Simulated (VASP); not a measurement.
Crystal: GeCN2.

```
CELL_PARAMETERS angstrom
1.79379 1.03565 4.92196
-1.79379 1.03565 4.92196
0.00000 -2.07129 4.92196
ATOMIC_POSITIONS crystal
Ge 0.00000 0.00000 0.00000
N 0.58390 0.58390 0.58390
N 0.41610 0.41610 0.41610
C 0.50000 0.50000 0.50000
```

Base run:

```yaml
Program: VASP 6.6.1
Functional: PBE
Potentials_or_basis: VASP PAW PBE potentials, release 64 (Ge_d, N, C)
Cutoff: 520 eV
k_mesh: 5 × 5 × 5
Occupations: fermi-dirac, width 0.05 eV
Spin: no spin polarisation
```

Its results: band gap on the k mesh 1.44 eV, indirect (least direct gap 2.21 eV); pressure 0.1 GPa; largest force 0.078 eV/Å.

Q: The run is repeated on the same cell with these changes: functional from PBE to PBE-based global hybrid. What comes out?

A: Band gap on the k mesh 4.23 eV, indirect (least direct gap 5.21 eV); pressure -6.2 GPa; largest force 1.661 eV/Å.

Caveats: the PAW data sets were made with another functional, which shifts forces and pressure a little (some runs).

A k mesh can miss the band edges.
